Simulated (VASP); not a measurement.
Here is a VASP 6.6.1 calculation.

File INCAR:

```
SYSTEM = AlAs
ALGO = Normal
EDIFF = 1E-6
ENCUT = 500
GGA = PE
GGA_COMPAT = .False.
ISIF = 2
ISMEAR = 0
LASPH = .True.
LCHARG = .False.
LREAL = .False.
LWAVE = .False.
NBANDS = 11
NELM = 120
PREC = Accurate
SIGMA = 0.02
```

The input KPOINTS:

```
k-points
0
Gamma
  8 8 8
  0 0 0
```

File POSCAR:

```
AlAs
1.0
    0.0000000000      2.8639329861      2.8639329861
    2.8639329861      0.0000000000      2.8639329861
    2.8639329861      2.8639329861      0.0000000000
Al As
1 1
Direct
    0.0000000000      0.0000000000      0.0000000000
    0.2500000000      0.2500000000      0.2500000000
```

Potentials or basis: VASP PAW PBE potentials, release 64 (Al, As).

Run with:

```sh
$ cat potpaw_PBE.64/Al/POTCAR potpaw_PBE.64/As/POTCAR > POTCAR
$ mpirun -np 1 vasp_std > vasp.out
```

Question: Predict the band gap on the k mesh.

Answer: 1.49 eV, indirect (least direct gap 1.78 eV).

Question: Estimate the pressure.

Answer: 0.2 GPa.

A k mesh can miss the band edges. A hybrid or GW would open this gap; PBE tends to underestimate it.
